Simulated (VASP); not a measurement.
# TiO (P-6m2) in VASP: further runs

Runs on TiO. Level: PBEsol. Tasks: single point.

Everything below comes from runs of VASP 6.6.1. Logs are shortened: lines on timing, memory, paths and dates and some standing lists are left out, and cuts for length are marked.

## Step 1: The cell of the first run

Symmetry: P-6m2, No. 187, hexagonal system. The conventional cell has a = 2.744 Å, b = 2.744 Å, c = 2.886 Å, α = 90.00°, β = 90.00°, γ = 120.00°. Within 2.9 Å of Ti (site symmetry -6m2) lie 6 O at 2.14 Å and 8 Ti at 2.74 to 2.89 Å. O (site symmetry -6m2) has 6 Ti at 2.14 Å and 8 O at 2.74 to 2.89 Å within 2.9 Å.

## Step 2: Single point, PBEsol

INCAR

```
SYSTEM = TiO
ALGO = Normal
EDIFF = 1E-6
ENCUT = 520
GGA = PS
ISIF = 2
ISMEAR = 0
LASPH = .True.
LCHARG = .False.
LREAL = .False.
LWAVE = .False.
NBANDS = 16
NELM = 80
PREC = Accurate
SIGMA = 0.15
```

KPOINTS

```
k-points
0
Gamma
  30 30 24
  0 0 0
```

POSCAR

```
TiO
1.0
    2.7438959318      0.0000000000      0.0000000000
   -1.3719479659      2.3762835823      0.0000000000
    0.0000000000      0.0000000000      2.8864526152
Ti O
1 1
Direct
    0.6666666667      0.3333333333      0.0000000000
    0.0000000000      0.0000000000      0.5000000000
```

Potentials or basis: VASP PAW PBE potentials, release 64 (Ti_sv, O).

Started as:

```console
$ cat potpaw_PBE.64/Ti_sv/POTCAR potpaw_PBE.64/O/POTCAR > POTCAR
$ mpirun -np 1 vasp_std > vasp.out
```

OUTCAR:

```text
SYSTEM = TiO
   EDIFF = 1E-6
   ENCUT = 520
   GGA = PS
   ISIF = 2
   ISMEAR = 0
   LASPH = .True.
   LREAL = .False.
   NELM = 80
   PREC = Accurate

 ion  position               nearest neighbor table
   1  0.667  0.333  0.000-   2 2.14   2 2.14   2 2.14   2 2.14   2 2.14   2 2.14
   2  0.000  0.000  0.500-   1 2.14   1 2.14   1 2.14   1 2.14   1 2.14   1 2.14

  LATTYP: Found a hexagonal cell.
 ALAT       =     2.7438959318
 C/A-ratio  =     1.0519541145

  Lattice vectors:

 A1 = (   2.7438959318,   0.0000000000,   0.0000000000)
 A2 = (  -1.3719479659,   2.3762835823,   0.0000000000)
 A3 = (   0.0000000000,   0.0000000000,   2.8864526152)

Analysis of symmetry for initial positions (statically):
=====================================================================
 Subroutine PRICEL returns:
 Original cell was already a primitive cell.

 Routine SETGRP: Setting up the symmetry group for a
 hexagonal supercell.

 Subroutine GETGRP returns: Found 12 space group operations
 (whereof 12 operations were pure point group operations)
 out of a pool of 24 trial point group operations.

The static configuration has the point symmetry D_3h.

Analysis of symmetry for dynamics (positions and initial velocities):
=====================================================================
 Subroutine PRICEL returns:
 Original cell was already a primitive cell.

 Routine SETGRP: Setting up the symmetry group for a
 hexagonal supercell.

 Subroutine GETGRP returns: Found 12 space group operations
 (whereof 12 operations were pure point group operations)
 out of a pool of 24 trial point group operations.

The dynamic configuration has the point symmetry D_3h.

 Subroutine INISYM returns: Found 12 space group operations
 (whereof 12 operations are pure point group operations),
 and found     1 'primitive' translations

----------------------------------------------------------------------------------------

                                     Primitive cell

  volume of cell :      18.8205

  direct lattice vectors                    reciprocal lattice vectors
     2.743895932  0.000000000  0.000000000     0.364445309  0.210412597  0.000000000
    -1.371947966  2.376283582  0.000000000     0.000000000  0.420825194  0.000000000
     0.000000000  0.000000000  2.886452615     0.000000000  0.000000000  0.346446013

  length of vectors
     2.743895932  2.743895932  2.886452615     0.420825194  0.420825194  0.346446013

  position of ions in fractional coordinates (direct lattice)
     0.666666667  0.333333333  0.000000000
     0.000000000  0.000000000  0.500000000

  ion indices of the primitive-cell ions
   primitive index   ion index
                 1           1
                 2           2

----------------------------------------------------------------------------------------

 KPOINTS: k-points

Automatic generation of k-mesh.
 Grid dimensions read from file:
 generate k-points for:   30   30   24

 Generating k-lattice:

  Cartesian coordinates                     Fractional coordinates (reciprocal lattice)
     0.012148177  0.007013753  0.000000000     0.033333333  0.000000000  0.000000000
     0.000000000  0.014027506  0.000000000     0.000000000  0.033333333  0.000000000
     0.000000000  0.000000000  0.014435251     0.000000000  0.000000000  0.041666667

  Length of vectors
     0.014027506  0.014027506  0.014435251

  Shift w.r.t. Gamma in fractional coordinates (k-lattice)
     0.000000000  0.000000000  0.000000000

 Subroutine IBZKPT returns following result:
 ===========================================

 Found   1183 irreducible k-points:

 Following reciprocal coordinates:
            Coordinates               Weight
  0.000000  0.000000  0.000000      1.000000
  0.033333  0.000000  0.000000      6.000000
  0.066667  0.000000  0.000000      6.000000
  0.100000  0.000000  0.000000      6.000000
  0.133333  0.000000  0.000000      6.000000
  0.166667  0.000000  0.000000      6.000000
[... 16 lines left out ...]
  0.233333  0.033333  0.000000     12.000000
  0.266667  0.033333  0.000000     12.000000
 [... further k-points ...]
   k-points           NKPTS =   1183   k-points in BZ     NKDIM =   1183   number of bands    NBANDS=     16
   number of dos      NEDOS =    301   number of ions     NIONS =      2
   total plane-waves  NPLWV =   9600
   dimension x,y,z NGX =    20 NGY =   20 NGZ =   24
   dimension x,y,z NGXF=    40 NGYF=   40 NGZF=   48
   ions per type =               1   1
   NGX,Y,Z   is equivalent  to a cutoff of  12.12, 12.12, 13.82 a.u.
   NGXF,Y,Z  is equivalent  to a cutoff of  24.24, 24.24, 27.65 a.u.
 SYSTEM =  TiO
   PREC   = accura    normal or accurate (medium, high low for compatibility)
   ISTART =      0    job   : 0-new  1-cont  2-samecut
   ICHARG =      2    charge: 1-file 2-atom 10-const
   ISPIN  =      1    spin polarized calculation?
   LNONCOLLINEAR =      F non collinear calculations
   LSORBIT =      F    spin-orbit coupling
   LASPH  =      T    aspherical Exc in radial PAW
   ENCUT  =  520.0 eV  38.22 Ry    6.18 a.u.   5.10  5.10  5.37*2*pi/ulx,y,z
   NELM   =     80;   NELMIN=  2; NELMDL= -5     # of ELM steps
   EDIFF  = 0.1E-05   stopping-criterion for ELM
   LREAL  =      F    real-space projection
   EDIFFG = 0.1E-04   stopping-criterion for IOM
   NSW    =      0    number of steps for IOM
   IBRION =     -1    ionic relax: 0-MD 1-quasi-New 2-CG
   NFREE  =      0    steps in history (QN), initial steepest desc. (CG)
   ISIF   =      2    stress and relaxation
   ISYM   =      2    0-nonsym 1-usesym 2-fastsym
   POTIM  = 0.5000    time-step for ionic-motion
   TEBEG  =    0.0;   TEEND  =   0.0 temperature during run
   PSTRESS=    0.0 pullay stress
   NELECT =      18.0000    total number of electrons
   NUPDOWN=      -1.0000    fix difference up-down
   EMIN   =  10.00;   EMAX   =-10.00  energy-range for DOS
   EFERMI =   0.00;   METHOD = LEGACY
   ISMEAR =     0;   SIGMA  =   0.15  broadening in eV -4-tet -1-fermi 0-gaus
   EFERMI_NEDOS =   21; number of points for ismear=-14 and -15
   IALGO  =     38    algorithm
   IMIX   =      4    mixing-type and parameters
     AMIX     =   0.40;   BMIX     =  1.00
     AMIX_MAG =   1.60;   BMIX_MAG =  1.00
  volume/ion in A,a.u.               =       9.41        63.50
[... 37 lines left out ...]
      3     -21.7765      2.00000
      4     -21.7765      2.00000
      5     -10.3537      2.00000
      6       5.8939      2.00000
[... 8 lines left out ...]
     15      25.7057      0.00000
     16      29.5105      0.00000

 k-point     2 :       0.0333    0.0000    0.0000
  band No.  band energies     occupation
      1     -45.9599      2.00000
      2     -22.2880      2.00000
      3     -21.7888      2.00000
      4     -21.7789      2.00000
      5     -10.3382      2.00000
      6       5.8786      2.00000
[... 8 lines left out ...]
     15      25.6941      0.00000
     16      29.4697      0.00000

 k-point     3 :       0.0667    0.0000    0.0000
  band No.  band energies     occupation
      1     -45.9542      2.00000
      2     -22.2829      2.00000
      3     -21.8251      2.00000
      4     -21.7861      2.00000
      5     -10.2919      2.00000
      6       5.8339      2.00000
[... 8 lines left out ...]
     15      25.6602      0.00000
     16      29.3569      0.00000

 k-point     4 :       0.1000    0.0000    0.0000
  band No.  band energies     occupation
      1     -45.9451      2.00000
      2     -22.2747      2.00000
      3     -21.8834      2.00000
      4     -21.7976      2.00000
      5     -10.2168      2.00000
      6       5.6959      2.00000
[... 8 lines left out ...]
     15      25.6068      0.00000
     16      29.1967      0.00000

 k-point     5 :       0.1333    0.0000    0.0000
  band No.  band energies     occupation
      1     -45.9328      2.00000
      2     -22.2637      2.00000
      3     -21.9607      2.00000
      4     -21.8131      2.00000
      5     -10.1163      2.00000
      6       5.3611      2.00000
[... 8 lines left out ...]
     15      25.5395      0.00000
     16      28.9869      0.00000

 k-point     6 :       0.1667    0.0000    0.0000
  band No.  band energies     occupation
      1     -45.9180      2.00000
      2     -22.2503      2.00000
      3     -22.0529      2.00000
      4     -21.8317      2.00000
      5      -9.9944      2.00000
      6       4.9891      2.00000
[... 8 lines left out ...]
     15      25.4661      0.00000
     16      28.7894      0.00000

 k-point     7 :       0.2000    0.0000    0.0000
  band No.  band energies     occupation
      1     -45.9011      2.00000
      2     -22.2352      2.00000
      3     -22.1557      2.00000
      4     -21.8527      2.00000
      5      -9.8560      2.00000
      6       4.6023      2.00000
[... 8 lines left out ...]
     15      25.3940      0.00000
     16      28.3884      0.00000

 k-point     8 :       0.2333    0.0000    0.0000
  band No.  band energies     occupation
      1     -45.8830      2.00000
      2     -22.2640      2.00000
      3     -22.2190      2.00000
      4     -21.8750      2.00000
      5      -9.7067      2.00000
      6       4.2181      2.00000
[... 8 lines left out ...]
     15      25.3257      0.00000
     16      28.0466      0.00000

 k-point     9 :       0.2667    0.0000    0.0000
  band No.  band energies     occupation
      1     -45.8645      2.00000
      2     -22.3731      2.00000
      3     -22.2023      2.00000
      4     -21.8978      2.00000
      5      -9.5529      2.00000
      6       3.8505      2.00000
[... 8 lines left out ...]
     15      25.2525      0.00000
     16      27.6813      0.00000
[... 172 lines left out ...]
 k-point    19 :       0.1000    0.0333    0.0000
  band No.  band energies     occupation
      1     -45.9380      2.00000
      2     -22.2683      2.00000
      3     -21.9274      2.00000
      4     -21.8074      2.00000
      5     -10.1587      2.00000
      6       5.5025      2.00000
[... 8 lines left out ...]
     15      25.5673      0.00000
     16      29.0888      0.00000

 k-point    20 :       0.1333    0.0333    0.0000
  band No.  band energies     occupation
      1     -45.9244      2.00000
      2     -22.2561      2.00000
      3     -22.0116      2.00000
      4     -21.8250      2.00000
      5     -10.0474      2.00000
      6       5.1529      2.00000
[... 8 lines left out ...]
     15      25.4969      0.00000
     16      28.8245      0.00000

 k-point    21 :       0.1667    0.0333    0.0000
  band No.  band energies     occupation
      1     -45.9086      2.00000
      2     -22.2419      2.00000
      3     -22.1084      2.00000
      4     -21.8455      2.00000
      5      -9.9174      2.00000
      6       4.7777      2.00000
[... 8 lines left out ...]
     15      25.4245      0.00000
     16      28.5406      0.00000

 k-point    22 :       0.2000    0.0333    0.0000
  band No.  band energies     occupation
      1     -45.8911      2.00000
      2     -22.2262      2.00000
      3     -22.2132      2.00000
      4     -21.8678      2.00000
      5      -9.7736      2.00000
      6       4.3966      2.00000
[... 8 lines left out ...]
     15      25.3556      0.00000
     16      28.2153      0.00000

 k-point    23 :       0.2333    0.0333    0.0000
  band No.  band energies     occupation
      1     -45.8728      2.00000
      2     -22.3211      2.00000
      3     -22.2098      2.00000
      4     -21.8911      2.00000
      5      -9.6220      2.00000
      6       4.0249      2.00000
[... 8 lines left out ...]
     15      25.2879      0.00000
     16      27.8631      0.00000

 k-point    24 :       0.2667    0.0333    0.0000
  band No.  band energies     occupation
      1     -45.8544      2.00000
      2     -22.4275      2.00000
      3     -22.1933      2.00000
      4     -21.9143      2.00000
      5      -9.4689      2.00000
      6       3.6749      2.00000
[... 8 lines left out ...]
     15      25.2049      0.00000
     16      27.4989      0.00000

 [... further k-points ...]

------------------------ aborting loop because EDIFF is reached ----------------------------------------

  FORCE on cell =-STRESS in cart. coord.  units (eV):
  Direction    XX          YY          ZZ          XY          YZ          ZX
  --------------------------------------------------------------------------------------
  -------------------------------------------------------------------------------------
  Total        0.7877753      0.7877753     -1.6310623      0.0000000     -0.0000000      0.0000000
  in kB       67.0629414     67.0629414   -138.8515707      0.0000000     -0.0000000      0.0000000
  external PRESSURE =      -1.5752293 kB  Pullay stress =       0.0000000 kB

 VOLUME and BASIS-vectors are now :
 -----------------------------------------------------------------------------
  energy-cutoff  :      520.00
  volume of cell :       18.82
      direct lattice vectors                 reciprocal lattice vectors
     2.743895932  0.000000000  0.000000000     0.364445309  0.210412597  0.000000000
    -1.371947966  2.376283582  0.000000000     0.000000000  0.420825194  0.000000000
     0.000000000  0.000000000  2.886452615     0.000000000  0.000000000  0.346446013

 POSITION                                       TOTAL-FORCE (eV/Angst)
 -----------------------------------------------------------------------------------
      1.37195      0.79209      0.00000        -0.000000      0.000000      0.000000
      0.00000      0.00000      1.44323         0.000000     -0.000000      0.000000
 -----------------------------------------------------------------------------------
    total drift:                               -0.000000      0.000000      0.000000

  FREE ENERGIE OF THE ION-ELECTRON SYSTEM (eV)
  ---------------------------------------------------
  free  energy   TOTEN  =       -18.7340577944 eV

  energy  without entropy=      -18.7336257465  energy(sigma->0) =      -18.73384177
```

It took 4.2 min on 1 thread of Intel Xeon 8259CL, shared host; peak memory 0.43 GiB.

Results:

```yaml
Free_energy: -18.7341 eV
Pressure: -0.2 GPa
Band_gap_on_the_k_mesh: zero (bands 9 and 10 overlap by 0.04 eV)
```

Stress tensor (GPa, compression positive):
```
  6.71   0.00   0.00
  0.00   6.71   0.00
  0.00   0.00 -13.89
```

Levels at points of the mesh, in eV from the Fermi level:
```tsv
k point	band 6	band 7	band 8	band 9	band 10	band 11	band 12	band 13
(0.00, 0.00, 0.00)	-5.61	-5.30	-5.30	-3.11	1.62	1.62	2.15	2.22
(0.50, 0.00, 0.00)	-9.05	-6.78	-5.13	-2.56	1.65	2.38	2.79	3.29
(0.00, 0.00, 0.50)	-9.34	-4.96	-4.96	0.04	0.04	0.41	2.19	2.19
(0.50, 0.00, 0.50)	-8.01	-7.94	-6.38	-0.90	1.88	3.04	3.26	3.74
```

Caveat: the stress differs along the axes, from -14 to 7 GPa; the PAW data sets were made with another functional, which shifts forces and pressure a little; semilocal functionals often make such compounds metallic where correlation or magnetic order opens a gap, which also shifts bond lengths.

## Step 3: Single point, PBEsol

This run uses another cell than the first one, of the same volume but with other edges.

Edit INCAR of step 2 so:

```diff
@@ -12,3 +12,3 @@
 NBANDS = 16
-NELM = 80
+NELM = 100
 PREC = Accurate
```

KPOINTS is that of step 2.

POSCAR

```
TiO
1.0
    3.0042361878      0.0000000000      0.0000000000
   -1.5021180939      2.6017448576      0.0000000000
    0.0000000000      0.0000000000      2.4078618047
Ti O
1 1
Direct
    0.6666666667      0.3333333333      0.0000000000
    0.0000000000      0.0000000000      0.5000000000
```

Potentials or basis: VASP PAW PBE potentials, release 64 (Ti_sv, O).

Started as:

```console
$ cat potpaw_PBE.64/Ti_sv/POTCAR potpaw_PBE.64/O/POTCAR > POTCAR
$ mpirun -np 1 vasp_std > vasp.out
```

It took 3.6 min on 1 thread of Intel Xeon 8259CL, shared host; peak memory 0.44 GiB.

Results (log left out):

```
Free energy            : -17.9124 eV
Pressure               : 13.0 GPa
Band gap on the k mesh : zero (bands 9 and 10 overlap by 1.15 eV)
```

Stress tensor (GPa, compression positive):
```
-19.53   0.00   0.00
  0.00 -19.53   0.00
  0.00   0.00  77.99
```

Levels at points of the mesh, in eV from the Fermi level:
| k point | band 7 | band 8 | band 9 | band 10 | band 11 | band 12 |
| --- | --- | --- | --- | --- | --- | --- |
| (0.00, 0.00, 0.00) | -7.16 | -3.94 | -3.08 | 0.62 | 2.48 | 2.48 |
| (0.50, 0.00, 0.00) | -6.36 | -4.75 | -2.81 | 0.71 | 2.28 | 2.53 |
| (0.00, 0.00, 0.50) | -6.40 | -6.40 | 0.17 | 0.17 | 0.87 | 0.87 |
| (0.50, 0.00, 0.50) | -7.63 | -7.61 | 0.12 | 1.26 | 2.45 | 3.08 |

Caveat: the stress differs along the axes, from -20 to 78 GPa; the PAW data sets were made with another functional, which shifts forces and pressure a little; semilocal functionals often make such compounds metallic where correlation or magnetic order opens a gap, which also shifts bond lengths.

## Step 4: Single point, PBEsol

This run uses another cell than the first one, of the same volume but with other edges.

INCAR

```
SYSTEM = TiO
  PREC = Accurate
  ENCUT = 520
  EDIFF = 1E-6
  ISMEAR = 0
  SIGMA = 0.15
  LREAL = .False.
  LASPH = .True.
  NELM = 80
  ALGO = Normal
  ISIF = 2
  LWAVE = .False.
  LCHARG = .False.
  GGA = PS
  NBANDS = 16
```

KPOINTS

```
regular mesh
0
Gamma
  30 30 24
  0 0 0
```

POSCAR

```
TiO
1.0
    2.5553454415      0.0000000000      0.0000000000
   -1.2776727207      2.2129940678      0.0000000000
    0.0000000000      0.0000000000      3.3281314252
Ti O
1 1
Direct
    0.6666666667      0.3333333333      0.0000000000
    0.0000000000      0.0000000000      0.5000000000
```

Started as:

```console
$ cat potpaw_PBE.64/Ti_sv/POTCAR potpaw_PBE.64/O/POTCAR > POTCAR
$ mpirun -np 1 vasp_std > vasp.out
```

It took 5.5 min on 1 thread of Intel Xeon 8259CL, shared host; peak memory 0.44 GiB.

The run converged. Its results:

- Free energy: -17.5613 eV
- Pressure: 0.7 GPa
- Band gap on the k mesh: zero (bands 9 and 10 overlap by 0.16 eV)

Stress tensor (GPa, compression positive):
```
 42.42   0.00   0.00
  0.00  42.42   0.00
  0.00   0.00 -82.68
```

Levels at points of the mesh, in eV from the Fermi level:
```csv
k point,band 7,band 8,band 9,band 10,band 11,band 12
"(0.00, 0.00, 0.00)",-3.21,-2.35,-2.35,1.55,1.55,3.12
"(0.50, 0.00, 0.00)",-6.22,-2.64,-2.61,2.27,2.72,3.84
"(0.00, 0.00, 0.50)",-2.01,-2.01,-1.11,0.53,0.53,3.43
"(0.50, 0.00, 0.50)",-6.19,-3.61,-1.36,1.54,2.96,4.05
```

Caveat: the stress differs along the axes, from -83 to 42 GPa; the PAW data sets were made with another functional, which shifts forces and pressure a little; semilocal functionals often make such compounds metallic where correlation or magnetic order opens a gap, which also shifts bond lengths.

## Step 5: The runs side by side

| cell | gap on the mesh (eV) | pressure (GPa) |
| --- | --- | --- |
| a = 2.744, b = 2.744, c = 2.886 Å, angles 90.0, 90.0, 120.0°, 2 atoms | none | -0.2 |
| a = 3.004, b = 3.004, c = 2.408 Å, angles 90.0, 90.0, 120.0°, 2 atoms | none | 13.0 |
| a = 2.555, b = 2.555, c = 3.328 Å, angles 90.0, 90.0, 120.0°, 2 atoms | none | 0.7 |

Alike in all rows: task single point; level PBEsol; potentials or basis VASP PAW PBE potentials, release 64 (Ti_sv, O); no spin polarisation; k mesh 30 × 30 × 24; cutoff (eV) 520; smearing gaussian 0.15 eV.

Caveats: the PAW data sets were made with another functional, which shifts forces and pressure a little; semilocal functionals often make such compounds metallic where correlation or magnetic order opens a gap, which also shifts bond lengths; the stress differs along the axes, from -14 to 7 GPa (at least some runs); the stress differs along the axes, from -20 to 78 GPa (at least some runs); the stress differs along the axes, from -83 to 42 GPa (at least some runs).

Total energies depend on the potentials used, so only differences within one code and one set of settings carry meaning.
